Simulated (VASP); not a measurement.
The system is Co.

```
Co
1.0
     2.47200    0.00000    0.00000
    -1.23600    2.14081    0.00000
     0.00000    0.00000    4.02114
Co
2
Direct
  0.66667 0.33333 0.75000
  0.33333 0.66667 0.25000
```

| Property | Result |
| --- | --- |
| Program | VASP 6.6.1 |
| Task | relaxation of cell and atoms |
| Functional | PBEsol |
| Dispersion | D3(BJ) |
| Potentials or basis | VASP PAW PBE potentials, release 64 (Co_sv) |
| Cutoff | 690 eV |
| k mesh | 12 × 12 × 7 |
| Occupations | fermi-dirac, width 0.05 eV |
| Spin | collinear spin, ferromagnetic start |
| Starting moments | [2.0, 2.0] μB |

At the start: pressure -12.8 GPa; volume 10.64 Å³/atom.

Where does the relaxation end?

Over 9 steps the energy falls by 24.7 meV/atom and the volume is 10.06 Å³/atom (-5.4 %); space group P6_3/mmc (No. 194, to 0.1 Å) before and after; moment 3.05 μB per cell.

Step by step:
| step | energy change (eV) | largest force (eV/Å) | pressure (GPa) | volume (Å³) |
| --- | --- | --- | --- | --- |
| 1 | 0.0000 | 0.0000 | -12.83 | 21.28 |
| 2 | 0.0407 | 0.0000 | 22.72 | 18.76 |
| 3 | -0.0491 | 0.0000 | -0.19 | 20.15 |
| 4 | -0.0492 | 0.0000 | 0.05 | 20.12 |
| 5 | -0.0491 | 0.0000 | 0.35 | 20.10 |
| 6 | -0.0493 | 0.0000 | 0.30 | 20.10 |
| 7 | -0.0493 | 0.0000 | 0.31 | 20.10 |
| 8 | -0.0493 | 0.0000 | -0.34 | 20.15 |
| 9 | -0.0494 | 0.0000 | 0.00 | 20.13 |

Final structure:
```
Co
1.0
     2.43264    0.00000    0.00000
    -1.21632    2.10673    0.00000
     0.00000    0.00000    3.92743
Co
2
Direct
  0.66667 0.33333 0.75000
  0.33333 0.66667 0.25000
```

Caveat: the PAW data sets were made with another functional, which shifts forces and pressure a little.
